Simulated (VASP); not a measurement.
Runs of VASP 6.6.1 on GaN. The structure is that of space group F-43m (No. 216), or close to it. The cells are those of the table. 

```tsv
cell	gap on the mesh (eV)	pressure (GPa)
a = 3.155 Å, angles 60.0°, 2 atoms	1.92	11.3
a = 3.249 Å, angles 60.0°, 2 atoms	1.35	(b)
a = 3.218 Å, angles 60.0°, 2 atoms	1.53	-0.3
a = 3.122 Å, angles 60.0°, 2 atoms	2.12	(c)
a = 3.187 Å, angles 60.0°, 2 atoms	1.72	(a)
```

Alike in all rows: task single point; level PBE; potentials or basis VASP PAW PBE potentials, release 64 (Ga_d, N); no spin polarisation; k mesh 8 × 8 × 8; cutoff (eV) 520; smearing gaussian 0.01 eV.

Question: Fill in the values left out.

Answer: (a) 5.1; (b) -4.8; (c) 18.6.

A k mesh can miss the band edges, and the runs leave out spin-orbit coupling on Ga.
